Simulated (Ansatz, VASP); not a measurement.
**Te: VASP beside Ansatz**

```xyz
1
Lattice="0.0000 2.4645 2.4645 2.4645 0.0000 2.4645 2.4645 2.4645 0.0000" Properties=species:S:1:pos:R:3 pbc="T T T"
Te    0.0000    0.0000    0.0000
```

Change from the starting cell: volume scaled by 1.06.

Alike in both runs: task single point; functional PBE; k mesh 14 × 14 × 14; occupations fermi-dirac, width 0.05 eV; no spin polarisation.

```csv
,VASP,Ansatz
version,VASP 6.6.1,Ansatz 0.2.0
potentials or method,"VASP PAW PBE potentials, release 64 (Te), cutoff 520 eV","all-electron LAPW, scalar-relativistic"
```

```tsv
	VASP	Ansatz	Ansatz less VASP
pressure (GPa)	-2.7	-2.7	+0.09
```

Ansatz ran all-electron here, and VASP with PAW potentials.

Neither program's run includes spin-orbit coupling.
